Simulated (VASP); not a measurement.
Here is a VASP 6.6.1 calculation.

File INCAR:

```
ALGO     = Normal         # electronic algorithm
EDIFF    = 1E-6           # SCF threshold, eV
ENCUT    = 520            # plane-wave cutoff, eV
GGA      = PE             # functional
ISIF     = 2              # what is computed and relaxed
ISMEAR   = 0              # smearing method
LASPH    = True           # aspherical terms in the spheres
LCHARG   = False          # write CHGCAR
LREAL    = False          # projectors in reciprocal space
LWAVE    = False          # write WAVECAR
NBANDS   = 26             # bands
NELM     = 80             # most SCF steps
PREC     = Accurate       # precision mode
SIGMA    = 0.1            # smearing width, eV
```

The input KPOINTS:

```
k-points
0
Gamma
  6 6 4
```

The input POSCAR:

```
TiBMoC2
1.0
    3.7887292500      0.0000000000      0.0000000000
   -1.8943646200      3.2811357800      0.0000000000
    0.0000000000      0.0000000000      6.4498399400
Ti B Mo C
1 1 1 2
Direct
    0.6666666700      0.3333333300      0.3666610100
    0.3333333300      0.6666666700      0.0262290000
    0.0000000000      0.0000000000      0.6033170200
    0.0000000000      0.0000000000      0.2669130000
    0.6666666700      0.3333333300      0.7368800000
```

Potentials or basis: VASP PAW PBE potentials, release 64 (Ti_sv, B, Mo_sv, C).

The run is started by

```bash
$ cat potpaw_PBE.64/Ti_sv/POTCAR potpaw_PBE.64/B/POTCAR potpaw_PBE.64/Mo_sv/POTCAR potpaw_PBE.64/C/POTCAR > POTCAR
$ mpirun -np 1 vasp_std > vasp.out
```

Task: Estimate the pressure.

Result: -22.4 GPa.

Task: Predict the largest force.

Result: 3.573 eV/Å.

Forces in eV/Å, atoms in the order of the input:
```
Ti   0.000  0.000 -2.661
B    0.000  0.000  0.241
Mo   0.000  0.000  3.573
C    0.000  0.000  1.926
C    0.000  0.000 -3.079
```

Caveat: forces of over 1 eV/Å act on the atoms, so gaps and moduli don't describe the material at rest.
